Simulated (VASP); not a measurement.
Crystal: Te.

```
CELL_PARAMETERS angstrom
0.00000 3.38916 3.38916
3.38916 0.00000 3.38916
3.38916 3.38916 0.00000
ATOMIC_POSITIONS crystal
Te 0.12500 0.12500 0.12500
Te 0.87500 0.87500 0.87500
```

This isn't the form of Te at room conditions, which is trigonal, of chains.

- Program: VASP 6.6.1
- Task: relaxation of cell and atoms
- Functional: PBEsol
- Potentials or basis: VASP PAW PBE potentials, release 64 (Te)
- Cutoff: 600 eV
- k mesh: 8 × 8 × 8
- Occupations: fermi-dirac, width 0.1 eV
- Spin: no spin polarisation

At the start: pressure 4.9 GPa; volume 38.93 Å³/atom.

Problem. Where does the relaxation end?

Solution. Over 3 steps the energy falls by 68.9 meV/atom and the volume is 43.98 Å³/atom (+13.0 %); space group Fd-3m (No. 227, to 0.1 Å) before and after.

Step by step:
```
step  energy change (eV)  largest force (eV/Å)  pressure (GPa)  volume (Å³)
   1              0.0000                0.0000            4.86        77.86
   2             -0.1227                0.0000           -1.19        91.93
   3             -0.1378                0.0000            0.02        87.96
```

Final structure:
```yaml
crystal:
  lattice:
    - [0.00000, 3.52975, 3.52975]
    - [3.52975, 0.00000, 3.52975]
    - [3.52975, 3.52975, 0.00000]
  atoms:
    - { symbol: Te, position: [0.12500, 0.12500, 0.12500] }
    - { symbol: Te, position: [0.87500, 0.87500, 0.87500] }
```

Caveat: the PAW data sets were made with another functional, which shifts forces and pressure a little.
